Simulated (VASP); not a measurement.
# Ta7N9 in VASP: single point with PBEsol

Aim: the single point of Ta7N9 with PBEsol.

Everything below comes from runs of VASP 6.6.1. Logs are shortened: lines on timing, memory, paths and dates and some standing lists are left out, and cuts for length are marked.

## (1) The cell of the first run

The cell holds a slab with vacuum, 16 atoms: a = 5.179 Å, b = 5.179 Å, c = 22.792 Å, α = 90.00°, β = 90.00°, γ = 120.00°.

## (2) Single point, PBEsol

INCAR

```
SYSTEM = Ta7N9
ALGO = Normal
DIPOL = 0.5 0.5 0.500
EDIFF = 1E-6
ENCUT = 520
GGA = PS
IDIPOL = 3
ISIF = 2
ISMEAR = 0
LASPH = .True.
LCHARG = .False.
LDIPOL = .True.
LREAL = Auto
LWAVE = .False.
NBANDS = 75
NELM = 60
PREC = Accurate
SIGMA = 0.1
```

KPOINTS

```
k-points
0
Gamma
  6 6 1
  0 0 0
```

POSCAR

```
Ta7N9
1.0
    5.1789208711      0.0000000000      0.0000000000
   -2.5894604355      4.4850770385      0.0000000000
    0.0000000000      0.0000000000     22.7919945547
Ta N
7 9
Direct
    0.0000000000      0.0000000000      0.3729379620
    0.3333333333      0.6666666667      0.4364689810
    0.6666666667      0.3333333333      0.4364689810
    0.0000000000      0.0000000000      0.4983933109
    0.3333333333      0.6666666667      0.5699157043
    0.6666666667      0.3333333333      0.5699157043
    0.0000000000      0.0000000000      0.6219820892
    0.0000000000      0.3933709400      0.3729379620
    0.3933709400      0.0000000000      0.3729379620
    0.6066290600      0.6066290600      0.3729379620
    0.0000000000      0.3915572205      0.5014609778
    0.3915572205      0.0000000000      0.5014609778
    0.6084427795      0.6084427795      0.5014609778
    0.0000000000      0.3718543221      0.6219592721
    0.3718543221      0.0000000000      0.6219592721
    0.6281456779      0.6281456779      0.6219592721
```

Potentials or basis: VASP PAW PBE potentials, release 64 (Ta_pv, N).

Started as:

```
$ cat potpaw_PBE.64/Ta_pv/POTCAR potpaw_PBE.64/N/POTCAR > POTCAR
$ mpirun -np 1 vasp_std > vasp.out
```

OUTCAR:

```text
SYSTEM = Ta7N9
   EDIFF = 1E-6
   ENCUT = 520
   GGA = PS
   ISIF = 2
   ISMEAR = 0
   LASPH = .True.
   LREAL = Auto
   NELM = 60
   PREC = Accurate

 ion  position               nearest neighbor table
   1  0.000  0.000  0.373-   8 2.04  10 2.04   9 2.04   4 2.86   2 3.32   3 3.32   2 3.32   3 3.32
                             3 3.32   2 3.32
   2  0.333  0.667  0.436-   9 2.15   8 2.15  10 2.15  12 2.18  11 2.18  13 2.18   3 2.99   3 2.99
                             3 2.99   5 3.04   4 3.31   4 3.31   4 3.31   1 3.32   1 3.32   1 3.32
   3  0.667  0.333  0.436-   8 2.15   9 2.15  10 2.15  11 2.18  12 2.18  13 2.18   2 2.99   2 2.99
                             2 2.99   6 3.04   4 3.31   4 3.31   4 3.31   1 3.32   1 3.32   1 3.32
   4  0.000  0.000  0.498-  11 2.03  13 2.03  12 2.03   7 2.82   1 2.86   2 3.31   3 3.31   2 3.31
                             3 3.31   3 3.31   2 3.31   5 3.41   6 3.41   6 3.41   5 3.41   6 3.41
   5  0.333  0.667  0.570-  15 2.02  14 2.02  16 2.02  12 2.23  11 2.23  13 2.23   6 2.99   6 2.99
                             6 2.99   2 3.04   7 3.22   7 3.22   7 3.22   4 3.41   4 3.41   4 3.41
   6  0.667  0.333  0.570-  14 2.02  15 2.02  16 2.02  11 2.23  12 2.23  13 2.23   5 2.99   5 2.99
                             5 2.99   3 3.04   7 3.22   7 3.22   7 3.22   4 3.41   4 3.41   4 3.41
   7  0.000  0.000  0.622-  14 1.93  16 1.93  15 1.93   4 2.82   6 3.22   5 3.22   5 3.22   6 3.22
                             6 3.22   5 3.22
   8  0.000  0.393  0.373-   1 2.04   3 2.15   2 2.15
   9  0.393  0.000  0.373-   1 2.04   2 2.15   3 2.15
  10  0.607  0.607  0.373-   1 2.04   3 2.15   2 2.15
  11  0.000  0.392  0.501-   4 2.03   3 2.18   2 2.18   6 2.23   5 2.23
  12  0.392  0.000  0.501-   4 2.03   2 2.18   3 2.18   5 2.23   6 2.23
  13  0.608  0.608  0.501-   4 2.03   3 2.18   2 2.18   6 2.23   5 2.23
  14  0.000  0.372  0.622-   7 1.93   6 2.02   5 2.02
  15  0.372  0.000  0.622-   7 1.93   5 2.02   6 2.02
  16  0.628  0.628  0.622-   7 1.93   6 2.02   5 2.02

  LATTYP: Found a hexagonal cell.
 ALAT       =     5.1789208711
 C/A-ratio  =     4.4009157742

  Lattice vectors:

 A1 = (   5.1789208711,   0.0000000000,   0.0000000000)
 A2 = (  -2.5894604355,   4.4850770385,   0.0000000000)
 A3 = (   0.0000000000,   0.0000000000,  22.7919945547)

Analysis of symmetry for initial positions (statically):
=====================================================================
 Subroutine PRICEL returns:
 Original cell was already a primitive cell.

 Routine SETGRP: Setting up the symmetry group for a
 hexagonal supercell.

 Subroutine GETGRP returns: Found  6 space group operations
 (whereof  6 operations were pure point group operations)
 out of a pool of 24 trial point group operations.

The static configuration has the point symmetry C_3v.

Analysis of symmetry for dynamics (positions and initial velocities):
=====================================================================
 Subroutine PRICEL returns:
 Original cell was already a primitive cell.

 Routine SETGRP: Setting up the symmetry group for a
 hexagonal supercell.

 Subroutine GETGRP returns: Found  6 space group operations
 (whereof  6 operations were pure point group operations)
 out of a pool of 24 trial point group operations.

The dynamic configuration has the point symmetry C_3v.

 Subroutine INISYM returns: Found  6 space group operations
 (whereof  6 operations are pure point group operations),
 and found     1 'primitive' translations

----------------------------------------------------------------------------------------

                                     Primitive cell

  volume of cell :     529.4092

  direct lattice vectors                    reciprocal lattice vectors
     5.178920871  0.000000000  0.000000000     0.193090419  0.111480805  0.000000000
    -2.589460435  4.485077039  0.000000000     0.000000000  0.222961611  0.000000000
     0.000000000  0.000000000 22.791994555     0.000000000  0.000000000  0.043875054

  length of vectors
     5.178920871  5.178920871 22.791994555     0.222961611  0.222961611  0.043875054

  position of ions in fractional coordinates (direct lattice)
     0.000000000  0.000000000  0.372937962
     0.333333333  0.666666667  0.436468981
     0.666666667  0.333333333  0.436468981
     0.000000000  0.000000000  0.498393311
     0.333333333  0.666666667  0.569915704
     0.666666667  0.333333333  0.569915704
[... 8 lines left out ...]
     0.371854322  0.000000000  0.621959272
     0.628145678  0.628145678  0.621959272

  ion indices of the primitive-cell ions
   primitive index   ion index
                 1           1
                 2           2
                 3           3
                 4           4
                 5           5
                 6           6
[... 8 lines left out ...]
                15          15
                16          16

----------------------------------------------------------------------------------------

 KPOINTS: k-points

Automatic generation of k-mesh.
 Grid dimensions read from file:
 generate k-points for:    6    6    1

 Generating k-lattice:

  Cartesian coordinates                     Fractional coordinates (reciprocal lattice)
     0.032181736  0.018580134  0.000000000     0.166666667  0.000000000  0.000000000
     0.000000000  0.037160268  0.000000000     0.000000000  0.166666667  0.000000000
     0.000000000  0.000000000  0.043875054     0.000000000  0.000000000  1.000000000

  Length of vectors
     0.037160268  0.037160268  0.043875054

  Shift w.r.t. Gamma in fractional coordinates (k-lattice)
     0.000000000  0.000000000  0.000000000

 Subroutine IBZKPT returns following result:
 ===========================================

 Found      7 irreducible k-points:

 Following reciprocal coordinates:
            Coordinates               Weight
  0.000000  0.000000  0.000000      1.000000
  0.166667  0.000000  0.000000      6.000000
  0.333333  0.000000  0.000000      6.000000
  0.500000 -0.000000  0.000000      3.000000
  0.166667  0.166667  0.000000      6.000000
  0.333333  0.166667  0.000000     12.000000
  0.333333  0.333333  0.000000      2.000000
   k-points           NKPTS =      7   k-points in BZ     NKDIM =      7   number of bands    NBANDS=     75
   number of dos      NEDOS =    301   number of ions     NIONS =     16
   total plane-waves  NPLWV = 288000
   dimension x,y,z NGX =    40 NGY =   40 NGZ =  180
   dimension x,y,z NGXF=    80 NGYF=   80 NGZF=  360
   ions per type =               7   9
   NGX,Y,Z   is equivalent  to a cutoff of  12.84, 12.84, 13.13 a.u.
   NGXF,Y,Z  is equivalent  to a cutoff of  25.68, 25.68, 26.26 a.u.
 SYSTEM =  Ta7N9
   PREC   = accura    normal or accurate (medium, high low for compatibility)
   ISTART =      0    job   : 0-new  1-cont  2-samecut
   ICHARG =      2    charge: 1-file 2-atom 10-const
   ISPIN  =      1    spin polarized calculation?
   LNONCOLLINEAR =      F non collinear calculations
   LSORBIT =      F    spin-orbit coupling
   LASPH  =      T    aspherical Exc in radial PAW
   ENCUT  =  520.0 eV  38.22 Ry    6.18 a.u.   9.63  9.63 42.38*2*pi/ulx,y,z
   NELM   =     60;   NELMIN=  2; NELMDL= -5     # of ELM steps
   EDIFF  = 0.1E-05   stopping-criterion for ELM
   LREAL  =      T    real-space projection
   EDIFFG = 0.1E-04   stopping-criterion for IOM
   NSW    =      0    number of steps for IOM
[... 5 lines left out ...]
   TEBEG  =    0.0;   TEEND  =   0.0 temperature during run
   PSTRESS=    0.0 pullay stress
   NELECT =     122.0000    total number of electrons
   NUPDOWN=      -1.0000    fix difference up-down
   EMIN   =  10.00;   EMAX   =-10.00  energy-range for DOS
   EFERMI =   0.00;   METHOD = LEGACY
   ISMEAR =     0;   SIGMA  =   0.10  broadening in eV -4-tet -1-fermi 0-gaus
   EFERMI_NEDOS =   21; number of points for ismear=-14 and -15
   IALGO  =     38    algorithm
   IMIX   =      4    mixing-type and parameters
     AMIX     =   0.40;   BMIX     =  1.00
     AMIX_MAG =   1.60;   BMIX_MAG =  1.00
  volume/ion in A,a.u.               =      33.09       223.29
  Fermi-wavevector in a.u.,A,eV,Ry     =   1.003685  1.896690 13.706296  1.007384
  Thomas-Fermi vector in A             =   2.136253
   LORBIT       =      0    0 simple, 1 ext, 2 COOP (PROOUT), +10 PAW based schemes
   GGA     = PS    functional components
   LHFCALC =     F    Hartree Fock is set to
   AEXX    =    0.0000 exact exchange contribution
   IVDW    =     0    specifies the selected vdW correction
   LEPSILON=     F    determine dielectric tensor
   LRPA    =     F    only Hartree local field effects (RPA)
 non-spin polarized calculation
 Gauss-broadening in eV      SIGMA  =   0.10
  energy-cutoff  :      520.00
  volume of cell :      529.41
 maximum number of plane-waves:     14353
 NGX is ok and might be reduce to    40
   NGX = 19   NGY = 19   NGZ = 85

 dipolmoment           0.000000      0.000000      0.991825 electrons x Angstroem

 number of electron     121.9999999 magnetization

 dipolmoment           0.000000      0.000000     -0.056759 electrons x Angstroem

 Free energy of the ion-electron system (eV)
  ---------------------------------------------------
  ext. energy  EPLUGINS =         0.00000000
  ---------------------------------------------------
  free energy    TOTEN  =      -176.97080112 eV

  energy without entropy =     -176.94913416  energy(sigma->0) =     -176.95996764

 E-fermi :  -1.1779     XC(G=0):  -5.0012

 val. band max:       -1.3065935293   @ k =   0.1667   0.1667   0.0000
 cond. band min:      -1.1319808914   @ k =   0.1667   0.1667   0.0000
 fundamental gap:      0.1746126379
 Fermi energy:        -1.1778810502

 k-point     1 :       0.0000    0.0000    0.0000
  band No.  band energies     occupation
      1     -36.3364      2.00000
      2     -36.3364      2.00000
      3     -36.1924      2.00000
      4     -36.0975      2.00000
      5     -36.0975      2.00000
      6     -36.0209      2.00000
[... 65 lines left out ...]
     72       2.3299      0.00000
     73       2.4664      0.00000
[... 454 lines left out ...]
     72       2.5959      0.00000
     73       2.5959      0.00000
 [bands above 73 left out]

------------------------ aborting loop because EDIFF is reached ----------------------------------------

 vacuum level on the upper side and lower side of the slab       (xc-potential included)        -0.349         0.095

  FORCE on cell =-STRESS in cart. coord.  units (eV):
  Direction    XX          YY          ZZ          XY          YZ          ZX
  --------------------------------------------------------------------------------------
  -------------------------------------------------------------------------------------
  Total       -0.1810812     -0.1810812    -11.8947433     -0.0000000      0.0000000     -0.0000000
  in kB       -0.5480151     -0.5480151    -35.9976493     -0.0000000      0.0000000     -0.0000000
  external PRESSURE =     -12.3645599 kB  Pullay stress =       0.0000000 kB

 VOLUME and BASIS-vectors are now :
 -----------------------------------------------------------------------------
  energy-cutoff  :      520.00
  volume of cell :      529.41
      direct lattice vectors                 reciprocal lattice vectors
     5.178920871  0.000000000  0.000000000     0.193090419  0.111480805  0.000000000
    -2.589460435  4.485077039  0.000000000     0.000000000  0.222961611  0.000000000
     0.000000000  0.000000000 22.791994555     0.000000000  0.000000000  0.043875054

 POSITION                                       TOTAL-FORCE (eV/Angst)
 -----------------------------------------------------------------------------------
      0.00000      0.00000      8.50000        -0.000000     -0.000000      0.249970
     -0.00000      2.99005      9.94800        -0.000000      0.000000     -4.335596
      2.58946      1.49503      9.94800        -0.000000     -0.000000     -4.335596
      0.00000      0.00000     11.35938        -0.000000     -0.000000      0.009635
     -0.00000      2.99005     12.98952        -0.000000     -0.000000     -0.051313
      2.58946      1.49503     12.98952        -0.000000      0.000000     -0.051313
[... 8 lines left out ...]
      1.92580      0.00000     14.17569         0.090351     -0.000000      0.058363
      1.62656      2.81728     14.17569        -0.045176     -0.078246      0.058363
 -----------------------------------------------------------------------------------
    total drift:                               -0.000005     -0.000008     -0.001909

  FREE ENERGIE OF THE ION-ELECTRON SYSTEM (eV)
  ---------------------------------------------------
  free  energy   TOTEN  =      -176.9708011172 eV

  energy  without entropy=     -176.9491341595  energy(sigma->0) =     -176.95996764

 vacuum level on the upper side and lower side of the slab         3.471         3.929
```

Wall time 16 min (1 thread of Intel Xeon Platinum 8259CL at 2.50GHz (Skylake/Cascade Lake), shared host); peak memory 0.68 GiB.

Results:

- Free energy: -176.9708 eV
- Largest force: 4.336 eV/Å
- Band gap on the k mesh: zero (band 61 reaches -1.00 eV, above the bottom of band 62 at -1.31 eV)

Forces on the atoms (eV/Å):
```
Ta   0.000  0.000  0.250
Ta   0.000  0.000 -4.336
Ta   0.000  0.000 -4.336
Ta   0.000  0.000  0.010
Ta   0.000  0.000 -0.051
Ta   0.000  0.000 -0.051
Ta   0.000  0.000  0.050
N    0.992 -1.718  2.764
N   -1.984  0.000  2.764
N    0.992  1.718  2.764
N   -0.006  0.010 -0.001
N    0.012  0.000 -0.001
N   -0.006 -0.010 -0.001
N   -0.045  0.078  0.058
N    0.090  0.000  0.058
N   -0.045 -0.078  0.058
```

Caveat: the PAW data sets were made with another functional, which shifts forces and pressure a little; spin-orbit coupling is left out, which moves the levels of the heavy elements.
